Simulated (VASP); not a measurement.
Wanted: the native input for a VASP 6.6.1 run.

```
Task                   : single point
Functional             : LDA
Potentials or basis    : VASP PAW LDA potentials, release 64 (In_d)
Cutoff                 : 400 eV
k mesh                 : 3 × 3 × 1
Occupations            : fermi-dirac, width 0.1 eV
Spin                   : no spin polarisation
Dipole correction      : no
Further INCAR settings : ALGO = Normal; EDIFF = 1e-06; NBANDS = 62
```

The structure of In lies in POSCAR:

```
In
1.0
    3.3638400000      0.0000000000      0.0000000000
   -3.3638400000      5.8263400000      0.0000000000
    0.0000000000      0.0000000000     10.7997100000
In
8
Direct
    0.0002081926      0.0072055527      0.0144502028
    0.3459768579      0.3307326727      0.2430736566
   -0.0208813563     -0.0115551101      0.5027814636
    0.6715043871      0.1878321553      0.7480305490
   -0.0478670695      0.4761007768     -0.0096453516
    0.3592232330      0.8463620386      0.2553895429
    0.0019917633      0.4897019398      0.5005738117
    0.6898442892      0.6736199741      0.7453461250
```

One way to write it, as run:

INCAR

```
SYSTEM = In
PREC     = Accurate       ! precision mode
ENCUT    = 400            ! plane-wave cutoff, eV
EDIFF    = 1E-6           ! SCF threshold, eV
ISMEAR   = -1             ! smearing method
SIGMA    = 0.1            ! smearing width, eV
LREAL    = .FALSE.        ! projectors in reciprocal space
LASPH    = .TRUE.         ! aspherical terms in the spheres
NELM     = 120            ! most SCF steps
ALGO     = Normal         ! electronic algorithm
ISIF     = 2              ! what is computed and relaxed
LWAVE    = .FALSE.        ! write WAVECAR
LCHARG   = .FALSE.        ! write CHGCAR
GGA      = CA             ! functional
NBANDS   = 62             ! bands
GGA_COMPAT= .FALSE.
```

KPOINTS

```
regular mesh
0
G
  3 3 1
  0 0 0
```

Potentials or basis: VASP PAW LDA potentials, release 64 (In_d).

Command:

```console
$ cat potpaw_LDA.64/In_d/POTCAR > POTCAR
$ mpirun -np 1 vasp_std > vasp.out
```

Results of the run:

The pressure is -3.0 GPa and the largest force is 0.344 eV/Å. The band gap on the k mesh is zero (bands 52 and 53 overlap by 1.49 eV).

Caveat: the k points lie up to 0.62 Å⁻¹ apart, too coarse for converged energies and pressures of a metal; spin-orbit coupling is left out, which moves the levels of the heavy elements.

It took 38 s on 1 thread of Intel(R) Xeon(R) Platinum 8259CL CPU @ 2.50GHz (Skylake/Cascade Lake), on a shared host, peak memory 0.21 GiB.
